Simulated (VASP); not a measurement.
# Mo (Im-3m) in VASP: notebook, part 2 of 2

VASP 6.6.1.

**3. Single point, PBE**

The input, INCAR:

```
PREC     = Accurate       # precision mode
ENCUT    = 520            # plane-wave cutoff, eV
EDIFF    = 1E-6           # SCF threshold, eV
ISMEAR   = -1             # smearing method
SIGMA    = 0.1            # smearing width, eV
LREAL    = F              # projectors in reciprocal space
LASPH    = T              # aspherical terms in the spheres
NELM     = 80             # most SCF steps
ALGO     = Normal         # electronic algorithm
ISIF     = 2              # what is computed and relaxed
LWAVE    = F              # write WAVECAR
LCHARG   = F              # write CHGCAR
GGA      = PE             # functional
NBANDS   = 21             # bands
```

The input, KPOINTS:

```
Automatic mesh
0
Gamma
  13 13 8
```

The input, POSCAR:

```
Mo
1.0
   -1.5804199649      1.5804199649      1.5804199649
    1.5804199649     -1.5804199649      1.5804199649
    3.1608399299      3.1608399299      0.0000000000
Mo
2
Direct
    0.0000000000      0.0000000000      0.0000000000
    0.5000000000      0.5000000000      0.5000000000
```

Potentials or basis: VASP PAW PBE potentials, release 64 (Mo_sv).

Run with:

```
cat potpaw_PBE.64/Mo_sv/POTCAR > POTCAR
mpirun -np 1 vasp_std > vasp.out
```

OUTCAR:

```text
PREC = Accurate
   ENCUT = 520
   EDIFF = 1E-6
   ISMEAR = -1
   LREAL = F
   LASPH = T
   NELM = 80
   ISIF = 2
   GGA = PE

 ion  position               nearest neighbor table
   1  0.000  0.000  0.000-   2 2.74   2 2.74   2 2.74   2 2.74   2 3.16   2 3.16   2 3.16   2 3.16

   2  0.500  0.500  0.500-   1 2.74   1 2.74   1 2.74   1 2.74   1 3.16   1 3.16   1 3.16   1 3.16

  LATTYP: Found a base centered orthorhombic cell.
 ALAT       =     3.1608399298
 B/A-ratio  =     1.4142135624
 C/A-ratio  =     1.4142135624

  Lattice vectors:

 A1 = (  -1.5804199649,   1.5804199649,   1.5804199649)
 A2 = (   1.5804199649,  -1.5804199649,   1.5804199649)
 A3 = (   3.1608399299,   3.1608399299,   0.0000000000)

Analysis of symmetry for initial positions (statically):
=====================================================================
 Subroutine PRICEL returns following result:

  LATTYP: Found a body centered cubic cell.
 ALAT       =     3.1608399298

  Lattice vectors:

 A1 = (  -1.5804199649,   1.5804199649,  -1.5804199649)
 A2 = (  -1.5804199650,  -1.5804199650,   1.5804199649)
 A3 = (   1.5804199650,   1.5804199650,   1.5804199649)

   2 primitive cells build up your supercell.

 Routine SETGRP: Setting up the symmetry group for a
 base centered orthorhombic supercell.

 Subroutine GETGRP returns: Found  8 space group operations
 (whereof  8 operations were pure point group operations)
 out of a pool of  8 trial point group operations.

The static configuration has the point symmetry D_2h.

Analysis of symmetry for dynamics (positions and initial velocities):
=====================================================================
 Subroutine PRICEL returns following result:

  LATTYP: Found a body centered cubic cell.
 ALAT       =     3.1608399298

  Lattice vectors:

 A1 = (  -1.5804199649,   1.5804199649,  -1.5804199649)
 A2 = (  -1.5804199650,  -1.5804199650,   1.5804199649)
 A3 = (   1.5804199650,   1.5804199650,   1.5804199649)

   2 primitive cells build up your supercell.

 Routine SETGRP: Setting up the symmetry group for a
 base centered orthorhombic supercell.

 Subroutine GETGRP returns: Found  8 space group operations
 (whereof  8 operations were pure point group operations)
 out of a pool of  8 trial point group operations.

The dynamic configuration has the point symmetry D_2h.

 Subroutine INISYM returns: Found  8 space group operations
 (whereof  8 operations are pure point group operations),
 and found     2 'primitive' translations

----------------------------------------------------------------------------------------

                                     Primitive cell

  volume of cell :      15.7898

  direct lattice vectors                    reciprocal lattice vectors
    -1.580419965  1.580419965 -1.580419965    -0.316371604  0.316371604  0.000000000
    -1.580419965 -1.580419965  1.580419965    -0.316371604  0.000000000  0.316371604
     1.580419965  1.580419965  1.580419965    -0.000000000  0.316371604  0.316371604

  length of vectors
     2.737367677  2.737367677  2.737367677     0.447417014  0.447417014  0.447417014

  position of ions in fractional coordinates (direct lattice)
     0.000000000  0.000000000  0.000000000

  ion indices of the primitive-cell ions
   primitive index   ion index
                 1           1

----------------------------------------------------------------------------------------

 KPOINTS: Automatic mesh

Automatic generation of k-mesh.
 Grid dimensions read from file:
 generate k-points for:   13   13    8

 Generating k-lattice:

  Cartesian coordinates                     Fractional coordinates (reciprocal lattice)
    -0.012168139  0.012168139  0.024336277     0.076923077  0.000000000  0.000000000
     0.012168139 -0.012168139  0.024336277     0.000000000  0.076923077  0.000000000
     0.019773225  0.019773225  0.000000000     0.000000000  0.000000000  0.125000000

  Length of vectors
     0.029805731  0.029805731  0.027963563

  Shift w.r.t. Gamma in fractional coordinates (k-lattice)
     0.000000000  0.000000000  0.000000000

 Subroutine IBZKPT returns following result:
 ===========================================

 Found    245 irreducible k-points:

 Following reciprocal coordinates:
            Coordinates               Weight
  0.000000  0.000000  0.000000      1.000000
  0.076923  0.000000  0.000000      4.000000
  0.153846  0.000000  0.000000      4.000000
  0.230769  0.000000  0.000000      4.000000
  0.307692  0.000000  0.000000      4.000000
  0.384615  0.000000  0.000000      4.000000
[... 16 lines left out ...]
  0.384615  0.153846  0.000000      4.000000
  0.461538  0.153846  0.000000      4.000000
 [... further k-points ...]
   k-points           NKPTS =    245   k-points in BZ     NKDIM =    245   number of bands    NBANDS=     21
   number of dos      NEDOS =    301   number of ions     NIONS =      2
   total plane-waves  NPLWV =  14400
   dimension x,y,z NGX =    20 NGY =   20 NGZ =   36
   dimension x,y,z NGXF=    40 NGYF=   40 NGZF=   72
   ions per type =               2
   NGX,Y,Z   is equivalent  to a cutoff of  12.15, 12.15, 13.39 a.u.
   NGXF,Y,Z  is equivalent  to a cutoff of  24.29, 24.29, 26.78 a.u.
 SYSTEM =  unknown system
   PREC   = accura    normal or accurate (medium, high low for compatibility)
   ISTART =      0    job   : 0-new  1-cont  2-samecut
   ICHARG =      2    charge: 1-file 2-atom 10-const
   ISPIN  =      1    spin polarized calculation?
   LNONCOLLINEAR =      F non collinear calculations
   LSORBIT =      F    spin-orbit coupling
   LASPH  =      T    aspherical Exc in radial PAW
   ENCUT  =  520.0 eV  38.22 Ry    6.18 a.u.   5.09  5.09  8.31*2*pi/ulx,y,z
   NELM   =     80;   NELMIN=  2; NELMDL= -5     # of ELM steps
   EDIFF  = 0.1E-05   stopping-criterion for ELM
   LREAL  =      F    real-space projection
   EDIFFG = 0.1E-04   stopping-criterion for IOM
   NSW    =      0    number of steps for IOM
   IBRION =     -1    ionic relax: 0-MD 1-quasi-New 2-CG
   NFREE  =      0    steps in history (QN), initial steepest desc. (CG)
   ISIF   =      2    stress and relaxation
   ISYM   =      2    0-nonsym 1-usesym 2-fastsym
   POTIM  = 0.5000    time-step for ionic-motion
   TEBEG  =    0.0;   TEEND  =   0.0 temperature during run
   PSTRESS=    0.0 pullay stress
   NELECT =      28.0000    total number of electrons
   NUPDOWN=      -1.0000    fix difference up-down
   EMIN   =  10.00;   EMAX   =-10.00  energy-range for DOS
   EFERMI =   0.00;   METHOD = LEGACY
   ISMEAR =    -1;   SIGMA  =   0.10  broadening in eV -4-tet -1-fermi 0-gaus
   EFERMI_NEDOS =   21; number of points for ismear=-14 and -15
   IALGO  =     38    algorithm
   IMIX   =      4    mixing-type and parameters
     AMIX     =   0.40;   BMIX     =  1.00
     AMIX_MAG =   1.60;   BMIX_MAG =  1.00
  volume/ion in A,a.u.               =      15.79       106.56
  Fermi-wavevector in a.u.,A,eV,Ry     =   1.572745  2.972057 33.654380  2.473527
  Thomas-Fermi vector in A             =   2.674133
   LORBIT       =      0    0 simple, 1 ext, 2 COOP (PROOUT), +10 PAW based schemes
   GGA     = PE    functional components
   LHFCALC =     F    Hartree Fock is set to
   AEXX    =    0.0000 exact exchange contribution
   IVDW    =     0    specifies the selected vdW correction
   LEPSILON=     F    determine dielectric tensor
   LRPA    =     F    only Hartree local field effects (RPA)
 non-spin polarized calculation
  energy-cutoff  :      520.00
  volume of cell :       31.58
 maximum number of plane-waves:       866
   NGX = 11   NGY = 11   NGZ = 17

 number of electron      27.9999998 magnetization

 Free energy of the ion-electron system (eV)
  ---------------------------------------------------
  ext. energy  EPLUGINS =         0.00000000
  ---------------------------------------------------
  free energy    TOTEN  =       -21.89687842 eV

  energy without entropy =      -21.85550694  energy(sigma->0) =      -21.87619268

 E-fermi :  12.4674     XC(G=0): -13.3338

 val. band max:       12.4601748526   @ k =   0.0769   0.0769   0.1250
 cond. band min:      12.4693813620   @ k =   0.3077   0.0769   0.0000
 fundamental gap:      0.0092065094
 Fermi energy:        12.4673825364

 k-point     1 :       0.0000    0.0000    0.0000
  band No.  band energies     occupation
      1     -48.8478      2.00000
      2     -48.5935      2.00000
      3     -23.4896      2.00000
      4     -22.5702      2.00000
      5     -22.1512      2.00000
      6     -22.1402      2.00000
[... 550 lines left out ...]
      5     -22.8258      2.00000
      6     -22.5477      2.00000
[... 13 lines left out ...]
     20      19.4289      0.00000
     21      24.7427      0.00000

 [... further k-points ...]
[... 5 lines left out ...]
  --------------------------------------------------------------------------------------
  -------------------------------------------------------------------------------------
  Total        0.1079838      0.1079838      0.0808883      0.0409845      0.0000000      0.0000000
  in kB        5.4784992      5.4784992      4.1038256      2.0793266      0.0000000      0.0000000
  external PRESSURE =       5.0202747 kB  Pullay stress =       0.0000000 kB

 VOLUME and BASIS-vectors are now :
 -----------------------------------------------------------------------------
  energy-cutoff  :      520.00
  volume of cell :       31.58
      direct lattice vectors                 reciprocal lattice vectors
    -1.580419965  1.580419965  1.580419965    -0.158185802  0.158185802  0.316371604
     1.580419965 -1.580419965  1.580419965     0.158185802 -0.158185802  0.316371604
     3.160839930  3.160839930  0.000000000     0.158185802  0.158185802  0.000000000

 POSITION                                       TOTAL-FORCE (eV/Angst)
 -----------------------------------------------------------------------------------
      0.00000      0.00000      0.00000         0.000000      0.000000      0.000000
      1.58042      1.58042      1.58042        -0.000000     -0.000000     -0.000000
 -----------------------------------------------------------------------------------
    total drift:                                0.000000      0.000000      0.000000

  FREE ENERGIE OF THE ION-ELECTRON SYSTEM (eV)
  ---------------------------------------------------
  free  energy   TOTEN  =       -21.8968784215 eV

  energy  without entropy=      -21.8555069449  energy(sigma->0) =      -21.87619268
```

Run time: 39 s. Hardware: 1 thread of Intel Xeon 6975P-C (Granite Rapids), shared host; peak memory 0.23 GiB.

What came out:

| Property | Result |
| --- | --- |
| Free energy | -21.8969 eV |
| Pressure | 0.5 GPa |
| Band gap on the k mesh | zero (band 14 reaches 14.24 eV, above the bottom of band 15 at 11.61 eV) |

Levels at points of the mesh, in eV from the Fermi level:
| k point | band 10 | band 11 | band 12 | band 13 | band 14 | band 15 | band 16 | band 17 | band 18 | band 19 |
| --- | --- | --- | --- | --- | --- | --- | --- | --- | --- | --- |
| (0.00, 0.00, 0.00) | -5.30 | -3.39 | -1.38 | -1.38 | -1.38 | 1.56 | 1.61 | 1.61 | 1.63 | 2.25 |
| (0.00, 0.00, 0.50) | -5.28 | -2.50 | -2.50 | -1.58 | -1.58 | 1.01 | 1.01 | 1.08 | 1.08 | 1.77 |
